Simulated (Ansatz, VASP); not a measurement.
# Two plane-wave programs on La

```
CELL_PARAMETERS angstrom
3.72483 0.00000 0.00000
-1.86242 3.22580 0.00000
0.00000 0.00000 6.02926
ATOMIC_POSITIONS crystal
La 0.66667 0.33333 0.75000
La 0.33333 0.66667 0.25000
```

Alike in both runs: task single point; functional PBEsol; k mesh 8 × 8 × 5; occupations fermi-dirac, width 0.05 eV; no spin polarisation.

|  | VASP | Ansatz |
| --- | --- | --- |
| version | VASP 6.6.1 | Ansatz 0.2.0 |
| potentials or method | VASP PAW PBE potentials, release 64 (La) | Ansatz PAW |
| plane-wave cutoff (eV) | 520 | 420 |
| valence electrons in the cell | 22 | 22 |

|  | VASP | Ansatz | Ansatz less VASP |
| --- | --- | --- | --- |
| gap on the k mesh at the Fermi level (eV) | none | none | - |
| pressure (GPa) | -0.9 | -1.0 | -0.06 |
| traceless stress, the component that is largest in VASP (GPa) | -0.15 | -0.17 | -0.013 |

VASP's potentials were made for PBE, not for PBEsol. A gap of «none» marks a metal or a gap that the smearing closes.

Spin-orbit coupling is off throughout.
